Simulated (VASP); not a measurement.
# GaN (zincblende type) (F-43m) in VASP: notebook

GaN (zincblende type) is run at these levels: PBE; tasks: single point, relaxation of cell and atoms.

Program: VASP 6.6.1. These are calculated values, not measurements. Logs are shortened: lines on timing, memory, paths and dates and some standing lists are left out, and cuts for length are marked.

## 1. The cell of the first run

The structure is cubic, space group F-43m (No. 216). The conventional cell has a = 3.968 Å, b = 3.968 Å, c = 3.968 Å, α = 90.00°, β = 90.00°, γ = 90.00°. Ga (site symmetry -43m) has 4 N at 1.72 Å within 2.3 Å. N (site symmetry -43m) has 4 Ga at 1.72 Å within 2.3 Å.

## 2. Single point, PBE

Contents of INCAR:

```
PREC = Accurate
ENCUT = 520
EDIFF = 1E-6
ISMEAR = -1
SIGMA = 0.1
LREAL = F
LASPH = T
NELM = 80
ALGO = Normal
ISIF = 2
LWAVE = F
LCHARG = T
GGA = PE
LELF = T
LVHAR = T
NBANDS = 16
```

Contents of KPOINTS:

```
Automatic mesh
0
Gamma
  17 17 17
```

Contents of POSCAR:

```
GaN
1.0
    0.0000000000      1.9841004890      1.9841004890
    1.9841004890      0.0000000000      1.9841004890
    1.9841004890      1.9841004890      0.0000000000
Ga N
1 1
Direct
    0.0000000000      0.0000000000      0.0000000000
    0.2500000000      0.2500000000      0.2500000000
```

Potentials or basis: VASP PAW PBE potentials, release 64 (Ga_d, N).

On the command line:

```console
> cat potpaw_PBE.64/Ga_d/POTCAR potpaw_PBE.64/N/POTCAR > POTCAR
> mpirun -np 1 vasp_std > vasp.out
```

OUTCAR:

```text
PREC = Accurate
   ENCUT = 520
   EDIFF = 1E-6
   ISMEAR = -1
   LREAL = F
   LASPH = T
   NELM = 80
   ISIF = 2
   GGA = PE

 ion  position               nearest neighbor table
   1  0.000  0.000  0.000-   2 1.72   2 1.72   2 1.72   2 1.72
   2  0.250  0.250  0.250-   1 1.72   1 1.72   1 1.72   1 1.72

  LATTYP: Found a face centered cubic cell.
 ALAT       =     3.9682009780

  Lattice vectors:

 A1 = (   0.0000000000,   1.9841004890,   1.9841004890)
 A2 = (   1.9841004890,   0.0000000000,   1.9841004890)
 A3 = (   1.9841004890,   1.9841004890,   0.0000000000)

Analysis of symmetry for initial positions (statically):
=====================================================================
 Subroutine PRICEL returns:
 Original cell was already a primitive cell.

 Routine SETGRP: Setting up the symmetry group for a
 face centered cubic supercell.

 Subroutine GETGRP returns: Found 24 space group operations
 (whereof 24 operations were pure point group operations)
 out of a pool of 48 trial point group operations.

The static configuration has the point symmetry T_d .

Analysis of symmetry for dynamics (positions and initial velocities):
=====================================================================
 Subroutine PRICEL returns:
 Original cell was already a primitive cell.

 Routine SETGRP: Setting up the symmetry group for a
 face centered cubic supercell.

 Subroutine GETGRP returns: Found 24 space group operations
 (whereof 24 operations were pure point group operations)
 out of a pool of 48 trial point group operations.

The dynamic configuration has the point symmetry T_d .

 Subroutine INISYM returns: Found 24 space group operations
 (whereof 24 operations are pure point group operations),
 and found     1 'primitive' translations

----------------------------------------------------------------------------------------

                                     Primitive cell

  volume of cell :      15.6214

  direct lattice vectors                    reciprocal lattice vectors
     0.000000000  1.984100489  1.984100489    -0.252003365  0.252003365  0.252003365
     1.984100489  0.000000000  1.984100489     0.252003365 -0.252003365  0.252003365
     1.984100489  1.984100489  0.000000000     0.252003365  0.252003365 -0.252003365

[... 68 lines left out ...]
   dimension x,y,z NGX =    24 NGY =   24 NGZ =   24
   dimension x,y,z NGXF=    48 NGYF=   48 NGZF=   48
   ions per type =               1   1
   NGX,Y,Z   is equivalent  to a cutoff of  14.22, 14.22, 14.22 a.u.
   NGXF,Y,Z  is equivalent  to a cutoff of  28.44, 28.44, 28.44 a.u.
 SYSTEM =  unknown system
   PREC   = accura    normal or accurate (medium, high low for compatibility)
   ISTART =      0    job   : 0-new  1-cont  2-samecut
   ICHARG =      2    charge: 1-file 2-atom 10-const
   ISPIN  =      1    spin polarized calculation?
   LNONCOLLINEAR =      F non collinear calculations
   LSORBIT =      F    spin-orbit coupling
   LASPH  =      T    aspherical Exc in radial PAW
   ENCUT  =  520.0 eV  38.22 Ry    6.18 a.u.   5.22  5.22  5.22*2*pi/ulx,y,z
   NELM   =     80;   NELMIN=  2; NELMDL= -5     # of ELM steps
   EDIFF  = 0.1E-05   stopping-criterion for ELM
   LREAL  =      F    real-space projection
   EDIFFG = 0.1E-04   stopping-criterion for IOM
   NSW    =      0    number of steps for IOM
   IBRION =     -1    ionic relax: 0-MD 1-quasi-New 2-CG
   NFREE  =      0    steps in history (QN), initial steepest desc. (CG)
   ISIF   =      2    stress and relaxation
   ISYM   =      2    0-nonsym 1-usesym 2-fastsym
   POTIM  = 0.5000    time-step for ionic-motion
   TEBEG  =    0.0;   TEEND  =   0.0 temperature during run
   PSTRESS=    0.0 pullay stress
   NELECT =      18.0000    total number of electrons
   NUPDOWN=      -1.0000    fix difference up-down
   EMIN   =  10.00;   EMAX   =-10.00  energy-range for DOS
   EFERMI =   0.00;   METHOD = LEGACY
   ISMEAR =    -1;   SIGMA  =   0.10  broadening in eV -4-tet -1-fermi 0-gaus
   EFERMI_NEDOS =   21; number of points for ismear=-14 and -15
   IALGO  =     38    algorithm
   IMIX   =      4    mixing-type and parameters
     AMIX     =   0.40;   BMIX     =  1.00
     AMIX_MAG =   1.60;   BMIX_MAG =  1.00
  volume/ion in A,a.u.               =       7.81        52.71
  Fermi-wavevector in a.u.,A,eV,Ry     =   1.716295  3.243328 40.078266  2.945669
  Thomas-Fermi vector in A             =   2.793508
   LORBIT       =      0    0 simple, 1 ext, 2 COOP (PROOUT), +10 PAW based schemes
   GGA     = PE    functional components
[... 5 lines left out ...]
 non-spin polarized calculation
  energy-cutoff  :      520.00
  volume of cell :       15.62
 maximum number of plane-waves:       440
 NGX is ok and might be reduce to    24
   NGX = 11   NGY = 11   NGZ = 11

 number of electron      17.9999997 magnetization

 Free energy of the ion-electron system (eV)
  ---------------------------------------------------
  ext. energy  EPLUGINS =         0.00000000
  ---------------------------------------------------
  free energy    TOTEN  =        -9.24206515 eV

  energy without entropy =       -9.24206515  energy(sigma->0) =       -9.24206515

 E-fermi :  12.2393     XC(G=0): -13.8743

 val. band max:       10.4902088509   @ k =   0.0000   0.0000   0.0000
 cond. band min:      13.9117879257   @ k =   0.4706   0.4706   0.0000
 fundamental gap:      3.4215790748
 Fermi energy:        12.2393086419

 k-point     1 :       0.0000    0.0000    0.0000
  band No.  band energies     occupation
      1      -9.6005      2.00000
      2      -4.1134      2.00000
      3      -4.1134      2.00000
      4      -4.1134      2.00000
      5      -3.1541      2.00000
      6      -3.1541      2.00000
[... 433 lines left out ...]
      3      -4.0435      2.00000
      4      -4.0172      2.00000
      5      -3.1840      2.00000
      6      -3.1426      2.00000
[... 8 lines left out ...]
     15      29.9368      0.00000
     16      32.4428      0.00000

 [... further k-points ...]
[... 5 lines left out ...]
  --------------------------------------------------------------------------------------
  -------------------------------------------------------------------------------------
  Total       16.4154010     16.4154010     16.4154010     -0.0000000     -0.0000000     -0.0000000
  in kB     1683.6084289   1683.6084289   1683.6084289     -0.0000000     -0.0000000     -0.0000000
  external PRESSURE =    1683.6084289 kB  Pullay stress =       0.0000000 kB

 VOLUME and BASIS-vectors are now :
 -----------------------------------------------------------------------------
  energy-cutoff  :      520.00
  volume of cell :       15.62
      direct lattice vectors                 reciprocal lattice vectors
     0.000000000  1.984100489  1.984100489    -0.252003365  0.252003365  0.252003365
     1.984100489  0.000000000  1.984100489     0.252003365 -0.252003365  0.252003365
     1.984100489  1.984100489  0.000000000     0.252003365  0.252003365 -0.252003365

 POSITION                                       TOTAL-FORCE (eV/Angst)
 -----------------------------------------------------------------------------------
      0.00000      0.00000      0.00000         0.000000     -0.000000     -0.000000
      0.99205      0.99205      0.99205        -0.000000      0.000000      0.000000
 -----------------------------------------------------------------------------------
    total drift:                               -0.000001     -0.000001     -0.000000

  FREE ENERGIE OF THE ION-ELECTRON SYSTEM (eV)
  ---------------------------------------------------
  free  energy   TOTEN  =        -9.2420651487 eV

  energy  without entropy=       -9.2420651476  energy(sigma->0) =       -9.24206515
```

stdout:

```text
POSCAR found type information on POSCAR GaN
 POSCAR found :  2 types and       2 ions
 scaLAPACK will be used
 LDA part: xc-table for (Slater+PW92), standard interpolation
 POSCAR, INCAR and KPOINTS ok, starting setup
 FFT: planning ... GRIDC
 FFT: planning ... GRID_SOFT
 FFT: planning ... GRID
 WAVECAR not read
 entering main loop
```

It took 28 s on 1 thread of AMD EPYC 9R45 (Zen 5), shared host; peak memory 0.14 GiB.

Results:

```
Free energy            : -9.2421 eV
Pressure               : 168.4 GPa
Band gap on the k mesh : 3.42 eV, indirect (least direct gap 4.10 eV)
```

Levels at points of the mesh, in eV from the valence-band top:
```
           k point  band 6  band 7  band 8  band 9  band 10  band 11  band 12  band 13
(0.00, 0.00, 0.00)  -13.64    0.00    0.00    0.00     4.10    12.74    12.74    12.74
```

## 3. Single point, PBE

Contents of INCAR:

```
SYSTEM = GaN
ALGO = Normal
EDIFF = 1E-6
ENCUT = 520
GGA = PE
ISIF = 2
ISMEAR = -1
LASPH = .TRUE.
LCHARG = .TRUE.
LELF = .TRUE.
LREAL = .FALSE.
LVHAR = .TRUE.
LWAVE = .FALSE.
NBANDS = 16
NELM = 60
PREC = Accurate
SIGMA = 0.1
```

Contents of KPOINTS:

```
k-points
0
G
  17 17 17
  0 0 0
```

Contents of POSCAR:

```
GaN
1.0
    0.0000000000      1.9837567322      1.9837567322
    1.9837567322      0.0000000000      1.9837567322
    1.9837567322      1.9837567322      0.0000000000
Ga N
1 1
Direct
    0.0000000000      0.0000000000      0.0000000000
    0.2500000000      0.2500000000      0.2500000000
```

Potentials or basis: VASP PAW PBE potentials, release 64 (Ga_d, N).

On the command line:

```console
> cat potpaw_PBE.64/Ga_d/POTCAR potpaw_PBE.64/N/POTCAR > POTCAR
> mpirun -np 1 vasp_std > vasp.out
```

Wall time 27 s (1 thread of AMD EPYC 9R45 (Zen 5), shared host); peak memory 0.14 GiB.

It converged, with:

```yaml
Free_energy: -9.2335 eV
Pressure: 168.8 GPa
Band_gap_on_the_k_mesh: 3.42 eV, indirect (least direct gap 4.10 eV)
```

Levels at points of the mesh, in eV from the valence-band top:
```
           k point  band 6  band 7  band 8  band 9  band 10  band 11  band 12  band 13
(0.00, 0.00, 0.00)  -13.65    0.00    0.00    0.00     4.10    12.74    12.74    12.74
```

## 4. Single point, PBE

Contents of INCAR:

```
  ALGO = Normal
  EDIFF = 1E-7
  ENCUT = 520
  GGA = PE
  ISIF = 2
  ISMEAR = -1
  LASPH = True
  LCHARG = True
  LELF = True
  LREAL = False
  LVHAR = True
  LWAVE = False
  NBANDS = 16
  NELM = 100
  PREC = Accurate
  SIGMA = 0.1
```

Contents of KPOINTS:

```
k-points
0
Gamma
  17 17 17
```

Contents of POSCAR:

```
GaN
1.0
    0.0000000000      1.9841004894      1.9841004894
    1.9841004894      0.0000000000      1.9841004894
    1.9841004894      1.9841004894      0.0000000000
Ga N
1 1
Direct
    0.0000000000      0.0000000000      0.0000000000
    0.2500000000      0.2500000000      0.2500000000
```

Potentials or basis: VASP PAW PBE potentials, release 64 (Ga_d, N).

On the command line:

```console
> cat potpaw_PBE.64/Ga_d/POTCAR potpaw_PBE.64/N/POTCAR > POTCAR
> mpirun -np 1 vasp_std > vasp.out
```

OUTCAR:

```text
EDIFF = 1E-7
   ENCUT = 520
   GGA = PE
   ISIF = 2
   ISMEAR = -1
   LASPH = True
   LREAL = False
   NELM = 100
   PREC = Accurate

 ion  position               nearest neighbor table
   1  0.000  0.000  0.000-   2 1.72   2 1.72   2 1.72   2 1.72
   2  0.250  0.250  0.250-   1 1.72   1 1.72   1 1.72   1 1.72

  LATTYP: Found a face centered cubic cell.
 ALAT       =     3.9682009788

  Lattice vectors:

 A1 = (   0.0000000000,   1.9841004894,   1.9841004894)
 A2 = (   1.9841004894,   0.0000000000,   1.9841004894)
 A3 = (   1.9841004894,   1.9841004894,   0.0000000000)

Analysis of symmetry for initial positions (statically):
=====================================================================
 Subroutine PRICEL returns:
 Original cell was already a primitive cell.

 Routine SETGRP: Setting up the symmetry group for a
 face centered cubic supercell.

 Subroutine GETGRP returns: Found 24 space group operations
 (whereof 24 operations were pure point group operations)
 out of a pool of 48 trial point group operations.

The static configuration has the point symmetry T_d .

Analysis of symmetry for dynamics (positions and initial velocities):
=====================================================================
 Subroutine PRICEL returns:
 Original cell was already a primitive cell.

 Routine SETGRP: Setting up the symmetry group for a
 face centered cubic supercell.

 Subroutine GETGRP returns: Found 24 space group operations
 (whereof 24 operations were pure point group operations)
 out of a pool of 48 trial point group operations.

The dynamic configuration has the point symmetry T_d .

 Subroutine INISYM returns: Found 24 space group operations
 (whereof 24 operations are pure point group operations),
 and found     1 'primitive' translations

[... 100 lines left out ...]
   ISIF   =      2    stress and relaxation
   ISYM   =      2    0-nonsym 1-usesym 2-fastsym
   POTIM  = 0.5000    time-step for ionic-motion
   TEBEG  =    0.0;   TEEND  =   0.0 temperature during run
   PSTRESS=    0.0 pullay stress
   NELECT =      18.0000    total number of electrons
   NUPDOWN=      -1.0000    fix difference up-down
   EMIN   =  10.00;   EMAX   =-10.00  energy-range for DOS
   EFERMI =   0.00;   METHOD = LEGACY
   ISMEAR =    -1;   SIGMA  =   0.10  broadening in eV -4-tet -1-fermi 0-gaus
   EFERMI_NEDOS =   21; number of points for ismear=-14 and -15
   IALGO  =     38    algorithm
   IMIX   =      4    mixing-type and parameters
     AMIX     =   0.40;   BMIX     =  1.00
     AMIX_MAG =   1.60;   BMIX_MAG =  1.00
  volume/ion in A,a.u.               =       7.81        52.71
  Fermi-wavevector in a.u.,A,eV,Ry     =   1.716295  3.243328 40.078266  2.945669
  Thomas-Fermi vector in A             =   2.793508
   LORBIT       =      0    0 simple, 1 ext, 2 COOP (PROOUT), +10 PAW based schemes
   GGA     = PE    functional components
[... 5 lines left out ...]
 non-spin polarized calculation
  energy-cutoff  :      520.00
  volume of cell :       15.62
 maximum number of plane-waves:       440
 NGX is ok and might be reduce to    24
   NGX = 11   NGY = 11   NGZ = 11

 number of electron      17.9999997 magnetization

 Free energy of the ion-electron system (eV)
  ---------------------------------------------------
  ext. energy  EPLUGINS =         0.00000000
  ---------------------------------------------------
  free energy    TOTEN  =        -9.24206516 eV

  energy without entropy =       -9.24206516  energy(sigma->0) =       -9.24206516

 E-fermi :  12.2393     XC(G=0): -13.8743

 val. band max:       10.4902132990   @ k =   0.0000   0.0000   0.0000
 cond. band min:      13.9117866264   @ k =   0.4706   0.4706   0.0000
 fundamental gap:      3.4215733274
 Fermi energy:        12.2393101025

 k-point     1 :       0.0000    0.0000    0.0000
  band No.  band energies     occupation
      1      -9.6005      2.00000
      2      -4.1134      2.00000
      3      -4.1134      2.00000
      4      -4.1134      2.00000
      5      -3.1541      2.00000
      6      -3.1541      2.00000
[... 433 lines left out ...]
      3      -4.0435      2.00000
      4      -4.0172      2.00000
      5      -3.1841      2.00000
      6      -3.1426      2.00000
[... 8 lines left out ...]
     15      29.9368      0.00000
     16      32.4428      0.00000

 [... further k-points ...]
[... 5 lines left out ...]
  --------------------------------------------------------------------------------------
  -------------------------------------------------------------------------------------
  Total       16.4145214     16.4145214     16.4145214     -0.0000000     -0.0000000      0.0000000
  in kB     1683.5182063   1683.5182063   1683.5182063     -0.0000000     -0.0000000      0.0000000
  external PRESSURE =    1683.5182063 kB  Pullay stress =       0.0000000 kB

 VOLUME and BASIS-vectors are now :
 -----------------------------------------------------------------------------
  energy-cutoff  :      520.00
  volume of cell :       15.62
      direct lattice vectors                 reciprocal lattice vectors
     0.000000000  1.984100489  1.984100489    -0.252003365  0.252003365  0.252003365
     1.984100489  0.000000000  1.984100489     0.252003365 -0.252003365  0.252003365
     1.984100489  1.984100489  0.000000000     0.252003365  0.252003365 -0.252003365

 POSITION                                       TOTAL-FORCE (eV/Angst)
 -----------------------------------------------------------------------------------
      0.00000      0.00000      0.00000        -0.000000      0.000000      0.000000
      0.99205      0.99205      0.99205         0.000000     -0.000000     -0.000000
 -----------------------------------------------------------------------------------
    total drift:                               -0.000001     -0.000001     -0.000000

  FREE ENERGIE OF THE ION-ELECTRON SYSTEM (eV)
  ---------------------------------------------------
  free  energy   TOTEN  =        -9.2420651592 eV

  energy  without entropy=       -9.2420651581  energy(sigma->0) =       -9.24206516
```

OSZICAR:

```text
N       E                     dE             d eps       ncg     rms          rms(c)
DAV:   1     0.711057884915E+02    0.71106E+02   -0.93896E+03  6304   0.226E+03
DAV:   2    -0.846159695872E+01   -0.79567E+02   -0.75163E+02  6016   0.321E+02
DAV:   3    -0.121798248383E+02   -0.37182E+01   -0.37086E+01  6112   0.614E+01
DAV:   4    -0.122105555577E+02   -0.30731E-01   -0.30728E-01  6520   0.569E+00
DAV:   5    -0.122109044148E+02   -0.34886E-03   -0.34885E-03  6416   0.552E-01    0.966E+00
DAV:   6    -0.928502230910E+01    0.29259E+01   -0.47184E+00  8008   0.573E+01    0.312E+00
DAV:   7    -0.925634486584E+01    0.28677E-01   -0.77570E-01  6008   0.780E+00    0.222E+00
DAV:   8    -0.924696547761E+01    0.93794E-02   -0.51288E-02  6792   0.540E+00    0.489E-01
DAV:   9    -0.924196085498E+01    0.50046E-02   -0.15155E-02  7712   0.417E+00    0.771E-02
DAV:  10    -0.924204162741E+01   -0.80772E-04   -0.10986E-03  6744   0.423E-01    0.228E-02
DAV:  11    -0.924206796490E+01   -0.26337E-04   -0.59189E-05  8136   0.113E-01    0.267E-02
DAV:  12    -0.924206521172E+01    0.27532E-05   -0.39429E-06  6920   0.435E-02    0.366E-03
DAV:  13    -0.924206515916E+01    0.52564E-07   -0.37094E-07  6464   0.695E-03
   1 F= -.92420652E+01 E0= -.92420652E+01  d E =-.104266E-08
```

It took 91 s on 1 thread of AMD EPYC 7R43 (Zen 3), shared host; peak memory 0.13 GiB.

What came out:

| Quantity | Value |
| --- | --- |
| Free energy | -9.2421 eV |
| Pressure | 168.4 GPa |
| Band gap on the k mesh | 3.42 eV, indirect (least direct gap 4.10 eV) |

Levels at points of the mesh, in eV from the valence-band top:
| k point | band 7 | band 8 | band 9 | band 10 | band 11 | band 12 |
| --- | --- | --- | --- | --- | --- | --- |
| (0.00, 0.00, 0.00) | 0.00 | 0.00 | 0.00 | 4.10 | 12.74 | 12.74 |

## 5. Single point, PBE

Contents of INCAR:

```
SYSTEM = GaN
ALGO = Normal
EDIFF = 1E-6
ENCUT = 520
GGA = PE
ISIF = 2
ISMEAR = -1
LASPH = .TRUE.
LCHARG = .FALSE.
LREAL = .FALSE.
LWAVE = .FALSE.
NBANDS = 16
NELM = 100
PREC = Accurate
SIGMA = 0.1
```

Contents of KPOINTS:

```
k-points
0
G
  17 17 17
  0 0 0
```

Contents of POSCAR:

```
GaN
1.0
    0.0000000000      1.9837567149      1.9837567149
    1.9837567149      0.0000000000      1.9837567149
    1.9837567149      1.9837567149      0.0000000000
Ga N
1 1
Direct
    0.0000000000      0.0000000000      0.0000000000
    0.2500000000      0.2500000000      0.2500000000
```

On the command line:

```console
> cat potpaw_PBE.64/Ga_d/POTCAR potpaw_PBE.64/N/POTCAR > POTCAR
> mpirun -np 1 vasp_std > vasp.out
```

It took 79 s on 1 thread of AMD EPYC 7R43 (Zen 3), shared host; peak memory 0.14 GiB.

The run converged. Its results:

| Item | Value |
| --- | --- |
| Free energy | -9.2335 eV |
| Pressure | 168.8 GPa |
| Band gap on the k mesh | 3.42 eV, indirect (least direct gap 4.10 eV) |

Levels at points of the mesh, in eV from the valence-band top:
```
           k point  band 6  band 7  band 8  band 9  band 10  band 11  band 12  band 13
(0.00, 0.00, 0.00)  -13.65    0.00    0.00    0.00     4.10    12.74    12.74    12.74
```

(Continued in part 2 of 2.)
